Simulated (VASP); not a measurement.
# Ti3Al5 (Pmmm) in VASP: a series of runs

The runs below take Ti3Al5 through single point, relaxation of cell and atoms, relaxation of shape and atoms at fixed volume, with PBEsol.

Everything below comes from runs of VASP 6.6.1. Logs are shortened: lines on timing, memory, paths and dates and some standing lists are left out, and cuts for length are marked.

## 1. The cell of the first run

The structure is orthorhombic, space group Pmmm (No. 47). Conventional cell: a = 3.895 Å, b = 4.014 Å, c = 8.074 Å, α = 90.00°, β = 90.00°, γ = 90.00°. Within 3.6 Å of Ti (site symmetry mm2) lie 10 Al at 2.72 to 2.93 Å and 2 Ti at 2.89 Å. Within 3.7 Å of Ti (site symmetry mmm) lie 8 Al at 2.80 Å and 4 Ti at 2.89 Å. Within 3.6 Å of Al (site symmetry mmm) lie 4 Al at 2.76 Å and 8 Ti at 2.80 to 2.93 Å. Al (site symmetry mmm) has 4 Ti at 2.76 Å and 8 Al at 2.80 to 2.86 Å within 3.6 Å. Al (site symmetry mmm) has 4 Ti at 2.72 Å and 8 Al at 2.80 to 2.90 Å within 3.6 Å. Al (site symmetry mm2) has 6 Al at 2.76 to 2.90 Å and 6 Ti at 2.80 Å within 3.6 Å.

## 2. Single point, PBEsol

Input file INCAR:

```
SYSTEM = Ti3Al5
PREC     = Accurate       ! precision mode
ENCUT    = 520            ! plane-wave cutoff, eV
EDIFF    = 1E-6           ! SCF threshold, eV
ISMEAR   = 0              ! smearing method
SIGMA    = 0.1            ! smearing width, eV
LREAL    = .False.        ! projectors in reciprocal space
LASPH    = .True.         ! aspherical terms in the spheres
NELM     = 100            ! most SCF steps
ALGO     = Fast           ! electronic algorithm
ISIF     = 2              ! what is computed and relaxed
LWAVE    = .False.        ! write WAVECAR
LCHARG   = .False.        ! write CHGCAR
GGA      = PS             ! functional
NBANDS   = 36             ! bands
```

Input file KPOINTS:

```
regular mesh
0
Gamma
  10 10 6
  0 0 0
```

Input file POSCAR:

```
Ti3Al5
1.0
    3.8954183743      0.0000000000      0.0000000000
    0.0000000000      4.0135534284      0.0000000000
    0.0000000000      0.0000000000      8.0738728425
Ti Al
3 5
Direct
    0.0000000000      0.5000000000      0.2646988152
    0.0000000000      0.5000000000      0.7353011848
    0.5000000000      0.5000000000      0.0000000000
    0.0000000000      0.0000000000      0.0000000000
    0.0000000000      0.0000000000      0.5000000000
    0.5000000000      0.5000000000      0.5000000000
    0.5000000000      0.0000000000      0.2413571092
    0.5000000000      0.0000000000      0.7586428908
```

Potentials or basis: VASP PAW PBE potentials, release 64 (Ti_sv, Al).

Run with:

```sh
cat potpaw_PBE.64/Ti_sv/POTCAR potpaw_PBE.64/Al/POTCAR > POTCAR
mpirun -np 1 vasp_std > vasp.out
```

OUTCAR:

```text
SYSTEM = Ti3Al5
   PREC = Accurate
   ENCUT = 520
   EDIFF = 1E-6
   ISMEAR = 0
   LREAL = .False.
   LASPH = .True.
   NELM = 100
   ISIF = 2
   GGA = PS

 ion  position               nearest neighbor table
   1  0.000  0.500  0.265-   6 2.72   6 2.72   5 2.76   5 2.76   7 2.80   7 2.80   7 2.80   7 2.80
                             3 2.89   3 2.89   4 2.93   4 2.93
   2  0.000  0.500  0.735-   6 2.72   6 2.72   5 2.76   5 2.76   8 2.80   8 2.80   8 2.80   8 2.80
                             3 2.89   3 2.89   4 2.93   4 2.93
   3  0.500  0.500  0.000-   4 2.80   4 2.80   4 2.80   4 2.80   7 2.80   8 2.80   8 2.80   7 2.80
                             1 2.89   2 2.89   1 2.89   2 2.89
   4  0.000  0.000  0.000-   7 2.76   8 2.76   7 2.76   8 2.76   3 2.80   3 2.80   3 2.80   3 2.80
                             1 2.93   1 2.93   2 2.93   2 2.93
   5  0.000  0.000  0.500-   1 2.76   2 2.76   1 2.76   2 2.76   6 2.80   6 2.80   6 2.80   6 2.80
                             8 2.86   7 2.86   8 2.86   7 2.86
   6  0.500  0.500  0.500-   1 2.72   2 2.72   1 2.72   2 2.72   5 2.80   5 2.80   5 2.80   5 2.80
                             8 2.90   7 2.90   7 2.90   8 2.90
   7  0.500  0.000  0.241-   4 2.76   4 2.76   3 2.80   3 2.80   1 2.80   1 2.80   1 2.80   1 2.80
                             5 2.86   5 2.86   6 2.90   6 2.90
   8  0.500  0.000  0.759-   4 2.76   4 2.76   3 2.80   3 2.80   2 2.80   2 2.80   2 2.80   2 2.80
                             5 2.86   5 2.86   6 2.90   6 2.90

  LATTYP: Found a simple orthorhombic cell.
 ALAT       =     3.8954183743
 B/A-ratio  =     1.0303266665
 C/A-ratio  =     2.0726587151

  Lattice vectors:

 A1 = (   3.8954183743,   0.0000000000,   0.0000000000)
 A2 = (   0.0000000000,   4.0135534284,   0.0000000000)
 A3 = (   0.0000000000,   0.0000000000,   8.0738728425)

Analysis of symmetry for initial positions (statically):
=====================================================================
 Subroutine PRICEL returns:
 Original cell was already a primitive cell.

 Routine SETGRP: Setting up the symmetry group for a
 simple orthorhombic supercell.

 Subroutine GETGRP returns: Found  8 space group operations
 (whereof  8 operations were pure point group operations)
 out of a pool of  8 trial point group operations.

The static configuration has the point symmetry D_2h.

Analysis of symmetry for dynamics (positions and initial velocities):
=====================================================================
 Subroutine PRICEL returns:
 Original cell was already a primitive cell.

 Routine SETGRP: Setting up the symmetry group for a
 simple orthorhombic supercell.

[... 125 lines left out ...]
   TEBEG  =    0.0;   TEEND  =   0.0 temperature during run
   PSTRESS=    0.0 pullay stress
   NELECT =      51.0000    total number of electrons
   NUPDOWN=      -1.0000    fix difference up-down
   EMIN   =  10.00;   EMAX   =-10.00  energy-range for DOS
   EFERMI =   0.00;   METHOD = LEGACY
   ISMEAR =     0;   SIGMA  =   0.10  broadening in eV -4-tet -1-fermi 0-gaus
   EFERMI_NEDOS =   21; number of points for ismear=-14 and -15
   IALGO  =     68    algorithm
   IMIX   =      4    mixing-type and parameters
     AMIX     =   0.40;   BMIX     =  1.00
     AMIX_MAG =   1.60;   BMIX_MAG =  1.00
  volume/ion in A,a.u.               =      15.78       106.48
  Fermi-wavevector in a.u.,A,eV,Ry     =   1.210254  2.287048 19.928655  1.464715
  Thomas-Fermi vector in A             =   2.345806
   LORBIT       =      0    0 simple, 1 ext, 2 COOP (PROOUT), +10 PAW based schemes
   GGA     = PS    functional components
   LHFCALC =     F    Hartree Fock is set to
   AEXX    =    0.0000 exact exchange contribution
   IVDW    =     0    specifies the selected vdW correction
   LEPSILON=     F    determine dielectric tensor
   LRPA    =     F    only Hartree local field effects (RPA)
 non-spin polarized calculation
 RMM-DIIS sequential band-by-band and
 Gauss-broadening in eV      SIGMA  =   0.10
  energy-cutoff  :      520.00
  volume of cell :      126.23
 maximum number of plane-waves:      3427
 NGX is ok and might be reduce to    30
   NGX = 15   NGY = 15   NGZ = 31

 number of electron      51.0000004 magnetization

 Free energy of the ion-electron system (eV)
  ---------------------------------------------------
  ext. energy  EPLUGINS =         0.00000000
  ---------------------------------------------------
  free energy    TOTEN  =       -48.81075381 eV

  energy without entropy =      -48.78580371  energy(sigma->0) =      -48.79827876

 E-fermi :   8.5099     XC(G=0): -11.0485

 val. band max:        8.5084497478   @ k =   0.1000   0.0000   0.5000
 cond. band min:       8.5134443990   @ k =   0.1000   0.0000   0.3333
 fundamental gap:      0.0049946512
 Fermi energy:         8.5098912524

 k-point     1 :       0.0000    0.0000    0.0000
  band No.  band energies     occupation
      1     -47.9224      2.00000
      2     -47.9158      2.00000
      3     -47.7486      2.00000
      4     -24.3937      2.00000
      5     -24.3846      2.00000
      6     -24.3268      2.00000
[... 925 lines left out ...]
     35      11.0543      0.00000
     36      11.3347      0.00000

 [... further k-points ...]

------------------------ aborting loop because EDIFF is reached ----------------------------------------

  FORCE on cell =-STRESS in cart. coord.  units (eV):
  Direction    XX          YY          ZZ          XY          YZ          ZX
  --------------------------------------------------------------------------------------
  -------------------------------------------------------------------------------------
  Total       -0.6647570     -0.6689396     -0.6739753      0.0000000      0.0000000      0.0000000
  in kB       -8.4373956     -8.4904834     -8.5543995      0.0000000      0.0000000      0.0000000
  external PRESSURE =      -8.4940928 kB  Pullay stress =       0.0000000 kB

 VOLUME and BASIS-vectors are now :
 -----------------------------------------------------------------------------
  energy-cutoff  :      520.00
  volume of cell :      126.23
      direct lattice vectors                 reciprocal lattice vectors
     3.895418374  0.000000000  0.000000000     0.256711835  0.000000000  0.000000000
     0.000000000  4.013553428  0.000000000     0.000000000  0.249155771  0.000000000
     0.000000000  0.000000000  8.073872843     0.000000000  0.000000000  0.123856298

 POSITION                                       TOTAL-FORCE (eV/Angst)
 -----------------------------------------------------------------------------------
      0.00000      2.00678      2.13714        -0.000000     -0.000000     -0.006441
      0.00000      2.00678      5.93673         0.000000     -0.000000      0.006441
      1.94771      2.00678      0.00000        -0.000000      0.000000      0.000000
      0.00000      0.00000      0.00000        -0.000000      0.000000      0.000000
      0.00000      0.00000      4.03694        -0.000000      0.000000      0.000000
      1.94771      2.00678      4.03694        -0.000000      0.000000      0.000000
      1.94771      0.00000      1.94869        -0.000000      0.000000      0.008709
      1.94771      0.00000      6.12519         0.000000      0.000000     -0.008709
 -----------------------------------------------------------------------------------
    total drift:                                0.000000      0.000000      0.000000

  FREE ENERGIE OF THE ION-ELECTRON SYSTEM (eV)
  ---------------------------------------------------
  free  energy   TOTEN  =       -48.8107538054 eV

  energy  without entropy=      -48.7858037135  energy(sigma->0) =      -48.79827876
```

stdout:

```text
POSCAR found type information on POSCAR TiAl
 POSCAR found :  2 types and       8 ions
 scaLAPACK will be used
 -----------------------------------------------------------------------------
|                                                                             |
|                                                                             |
[... 26 lines left out ...]
WARNING in EDDRMM: call to ZHEGV failed, returncode =   8  4     28
WARNING in EDDRMM: call to ZHEGV failed, returncode =   8  4     19
WARNING in EDDRMM: call to ZHEGV failed, returncode =   8  4     18
WARNING in EDDRMM: call to ZHEGV failed, returncode =   8  4     31
WARNING in EDDRMM: call to ZHEGV failed, returncode =   6  3     31
WARNING in EDDRMM: call to ZHEGV failed, returncode =   8  4     33
WARNING in EDDRMM: call to ZHEGV failed, returncode =   6  3     32
WARNING in EDDRMM: call to ZHEGV failed, returncode =   8  4     35
```

It took 33 min on 1 thread of Intel Xeon Platinum 8259CL at 2.50GHz (Skylake/Cascade Lake), shared host; peak memory 0.59 GiB.

What came out:

```yaml
Free_energy: -48.8108 eV
Pressure: -0.8 GPa
Largest_force: 0.009 eV/Å
Band_gap_on_the_k_mesh: zero (an odd number of electrons rules out a gap without spin polarisation)
```

Forces on the atoms (eV/Å):
```
Ti   0.000  0.000 -0.006
Ti   0.000  0.000  0.006
Ti   0.000  0.000  0.000
Al   0.000  0.000  0.000
Al   0.000  0.000  0.000
Al   0.000  0.000  0.000
Al   0.000  0.000  0.009
Al   0.000  0.000 -0.009
```

Caveat: the PAW data sets were made with another functional, which shifts forces and pressure a little.

(Part 1 of 2 ends here.)
